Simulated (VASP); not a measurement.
A run of VASP 6.6.1 is set up as follows.

INCAR

```
PREC     = Accurate       # precision mode
ENCUT    = 600            # plane-wave cutoff, eV
EDIFF    = 1E-6           # SCF threshold, eV
ISMEAR   = 0              # smearing method
SIGMA    = 0.03           # smearing width, eV
LREAL    = F              # projectors in reciprocal space
LASPH    = T              # aspherical terms in the spheres
NELM     = 80             # most SCF steps
ALGO     = Normal         # electronic algorithm
ISIF     = 3              # what is computed and relaxed
LWAVE    = F              # write WAVECAR
LCHARG   = F              # write CHGCAR
GGA      = PS             # functional
IBRION   = 2              # ionic algorithm
NSW      = 90             # ionic steps
EDIFFG   = -0.01          # ionic threshold
KPAR     = 2
```

Contents of KPOINTS:

```
regular mesh
0
Gamma
  8 8 8
```

Contents of POSCAR:

```
Bi2Se3
1.0
    2.0715000000      1.1959810826      9.5453333333
   -2.0715000000      1.1959810826      9.5453333333
    0.0000000000     -2.3919621653      9.5453333333
Bi Se
2 3
Direct
    0.4008000000      0.4008000000      0.4008000000
    0.5992000000      0.5992000000      0.5992000000
    0.0000000000      0.0000000000      0.0000000000
    0.2117000000      0.2117000000      0.2117000000
    0.7883000000      0.7883000000      0.7883000000
```

Potentials or basis: VASP PAW PBE potentials, release 64 (Bi_d, Se).

The run is started by

```bash
$ cat potpaw_PBE.64/Bi_d/POTCAR potpaw_PBE.64/Se/POTCAR > POTCAR
$ mpirun -np 2 vasp_std > vasp.out
```

(1) What does it give for the band gap on the k mesh?

(2) What does it give for the relaxed volume?

(3) Predict the relaxed cell.

(4) Estimate the space group after relaxing (to 0.1 Å).

Answers

(1) 0.11 eV.

(2) 28.16 Å³/atom.

(3) a = 9.817 Å, b = 9.817 Å, c = 9.817 Å, α = 24.30°, β = 24.30°, γ = 24.30°.

(4) R-3m (No. 166).

Caveat: the PAW data sets were made with another functional, which shifts forces and pressure a little; spin-orbit coupling is left out, which moves the levels of the heavy elements.
